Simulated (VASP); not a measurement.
# Mg12H (a cell with a defect): single point with PBEsol

The system is Mg12H (a cell with a defect).

```xyz
13
Lattice="6.4200 0.0000 0.0000 -4.8150 8.3398 0.0000 0.0000 0.0000 5.2130" Properties=species:S:1:pos:R:3 pbc="T T T"
Mg   -0.0034   -0.0077    0.0100
Mg   -0.0118    1.8520    2.6219
Mg   -1.6102    2.7820    0.0068
Mg   -1.6161    4.6280    2.5992
Mg   -3.2189    5.5618    0.0013
Mg   -3.2133    7.4305    2.5972
Mg    3.2100   -0.0023    0.0040
Mg    3.2129    1.8597    2.6060
Mg    1.6087    2.7886    0.0085
Mg    1.6021    4.6400    2.5962
Mg   -0.0028    5.5686   -0.0153
Mg   -0.0033    7.4240    2.5960
H     3.1919    3.7369    3.9137
```

- Program: VASP 6.6.1
- Task: single point
- Functional: PBEsol
- Potentials or basis: VASP PAW PBE potentials, release 64 (Mg, H)
- Cutoff: 520 eV
- k mesh: 4 × 3 × 4
- Occupations: gaussian, width 0.1 eV
- Spin: no spin polarisation
- Dipole correction: no
- Further INCAR settings: ALGO = Normal; EDIFF = 1e-06; NBANDS = 24

| Property | Result |
| --- | --- |
| Pressure | -1.1 GPa |
| Largest force | 0.010 eV/Å |

Forces on the atoms (eV/Å):
```
Mg   0.001  0.006 -0.003
Mg   0.008  0.002 -0.004
Mg  -0.005  0.002  0.008
Mg  -0.005  0.006 -0.007
Mg  -0.004 -0.003  0.000
Mg  -0.001 -0.008  0.005
Mg  -0.002 -0.001  0.000
Mg  -0.005  0.006 -0.006
Mg  -0.001  0.005  0.004
Mg   0.006 -0.001 -0.001
Mg   0.004 -0.003  0.003
Mg  -0.002 -0.002  0.001
H    0.006 -0.008 -0.001
```

Stress tensor (GPa, compression positive):
```
-1.14 -0.56  0.08
-0.56 -1.52 -0.28
 0.08 -0.28 -0.69
```

Levels at points of the mesh, in eV from the Fermi level:
| k point | band 8 | band 9 | band 10 | band 11 | band 12 | band 13 | band 14 | band 15 | band 16 | band 17 |
| --- | --- | --- | --- | --- | --- | --- | --- | --- | --- | --- |
| (0.00, 0.00, 0.00) | -1.91 | -1.35 | -0.79 | -0.23 | -0.01 | 0.24 | 0.43 | 0.52 | 1.19 | 1.69 |
| (0.50, 0.00, 0.00) | -0.60 | -0.58 | -0.56 | -0.30 | -0.25 | -0.13 | -0.12 | 0.25 | 0.32 | 0.74 |
| (0.00, 0.00, 0.50) | -1.97 | -1.91 | -1.88 | -1.32 | -1.18 | -0.69 | -0.56 | 0.68 | 1.11 | 1.22 |
| (0.50, 0.00, 0.50) | -3.81 | -1.54 | -0.88 | -0.80 | -0.78 | 0.19 | 0.72 | 0.83 | 0.85 | 2.14 |

Wall time 6.1 min on 1 thread of Oxide Virtual Turin-like Processor (shared host), peak memory 0.39 GiB.

Caveat: the PAW data sets were made with another functional, which shifts forces and pressure a little.
